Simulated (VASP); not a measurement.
The system is SiGe3.

```xyz
4
Lattice="2.7869 0.0000 0.0000 -1.3934 2.4135 0.0000 0.0000 0.0000 11.1292" Properties=species:S:1:pos:R:3 pbc="T T T"
Si    0.0000    0.0000    0.0000
Ge    0.0000    0.0000    2.6627
Ge    0.0000    0.0000    5.5646
Ge    0.0000    0.0000    8.4665
```

```yaml
Program: VASP 6.6.1
Task: relaxation of cell and atoms
Functional: PBE
Potentials_or_basis: VASP PAW PBE potentials, release 64 (Si, Ge_d)
Cutoff: 600 eV
k_mesh: 18 × 18 × 4
Occupations: gaussian, width 0.1 eV
Spin: no spin polarisation
```

At the start: pressure -0.7 GPa; volume 18.71 Å³/atom.

Problem. Where does the relaxation end?

Solution. Over 16 steps the energy falls by 28.5 meV/atom and the volume is 18.27 Å³/atom (-2.4 %); space group P6/mmm (No. 191, to 0.1 Å) before and after.

Step by step:
| step | energy change (eV) | largest force (eV/Å) | pressure (GPa) | volume (Å³) |
| --- | --- | --- | --- | --- |
| 1 | 0.0000 | 0.0150 | -0.69 | 74.86 |
| 2 | -0.0997 | 0.2105 | -0.40 | 73.91 |
| 3 | -0.1025 | 0.2456 | -0.24 | 73.71 |
| 4 | -0.1025 | 0.2408 | -0.20 | 73.73 |
| 5 | -0.1079 | 0.1833 | -0.22 | 73.46 |
| 6 | -0.1133 | 0.0126 | 0.43 | 72.64 |
| 7 | -0.1136 | 0.0339 | 0.42 | 72.80 |
| 8 | -0.1135 | 0.0236 | -0.40 | 73.48 |
| 9 | -0.1141 | 0.0075 | 0.01 | 73.11 |
| 10 | -0.1141 | 0.0033 | 0.03 | 73.14 |
| 11 | -0.1139 | 0.0100 | 0.24 | 73.31 |
| 12 | -0.1138 | 0.0166 | -0.07 | 73.39 |
| 13 | -0.1138 | 0.0134 | -0.24 | 73.36 |
| 14 | -0.1139 | 0.0108 | 0.03 | 73.33 |
| 15 | -0.1139 | 0.0102 | -0.13 | 73.32 |
| 16 | -0.1141 | 0.0007 | 0.02 | 73.09 |

Final structure:
```
CELL_PARAMETERS angstrom
2.82979 0.00000 0.00000
-1.41490 2.45067 0.00000
0.00000 0.00000 10.53875
ATOMIC_POSITIONS crystal
Si 0.00000 0.00000 0.00000
Ge 0.00000 0.00000 0.24360
Ge 0.00000 0.00000 0.50000
Ge 0.00000 0.00000 0.75640
```

Caveat: the highest band is partly filled, so the run has too few bands.
